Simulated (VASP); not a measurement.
Write the native input for VASP 6.6.1 that does the following.

```yaml
Task: relaxation of cell and atoms
Functional: LDA
Potentials_or_basis: VASP PAW LDA potentials, release 64 (Ti_sv)
Cutoff: 600 eV
k_mesh: 18 × 18 × 18
Occupations: fermi-dirac, width 0.05 eV
Spin: no spin polarisation
Target_pressure: 75 GPa
Dipole_correction: no
Further_INCAR_settings: ALGO = Normal; EDIFF = 1e-06; IBRION = 2; EDIFFG = -0.005; NSW = 60; ISIF = 3
```

The structure of Ti lies in POSCAR:

```
Ti
1.0
   -2.1831823663      2.1831823663      1.2007503015
    2.1831823663     -2.1831823663      1.2007503015
    2.1831823663      2.1831823663     -1.2007503015
Ti
2
Direct
   -0.3750000000     -0.1250000000     -0.2500000000
    0.3750000000      0.1250000000      0.2500000000
```

One way to write it, as run:

INCAR

```
SYSTEM = Ti
PREC = Accurate
ENCUT = 600
EDIFF = 1E-6
ISMEAR = -1
SIGMA = 0.05
LREAL = .FALSE.
LASPH = .TRUE.
NELM = 100
ALGO = Normal
ISIF = 3
LWAVE = .FALSE.
LCHARG = .FALSE.
IBRION = 2
NSW = 60
EDIFFG = -0.005
PSTRESS = 750.0
```

KPOINTS

```
regular mesh
0
G
  18 18 18
  0 0 0
```

Potentials or basis: VASP PAW LDA potentials, release 64 (Ti_sv).

Run with:

```console
$ cat potpaw_LDA.64/Ti_sv/POTCAR > POTCAR
$ mpirun -np 1 vasp_std > vasp.out
```

Results of the run:

* Relaxed volume: 11.07 Å³/atom
* Relaxed cell: a = 3.237 Å, b = 3.237 Å, c = 3.237 Å, α = 98.41°, β = 98.41°, γ = 135.02°
* Space group after relaxing (to 0.1 Å): I4_1/amd (No. 141)
* Energy change on relaxing (the run minimises the enthalpy): +146.2 meV/atom
* Ionic steps: 14
* Pressure after relaxing: 74.9 GPa
* Band gap on the k mesh: zero (bands 12 and 13 overlap by 1.72 eV)

Caveat: the cell is relaxed towards a set pressure, so the run minimises the enthalpy, not the energy.

Wall time 54 min on 1 thread of Oxide Virtual Turin-like Processor (shared host), peak memory 0.28 GiB.
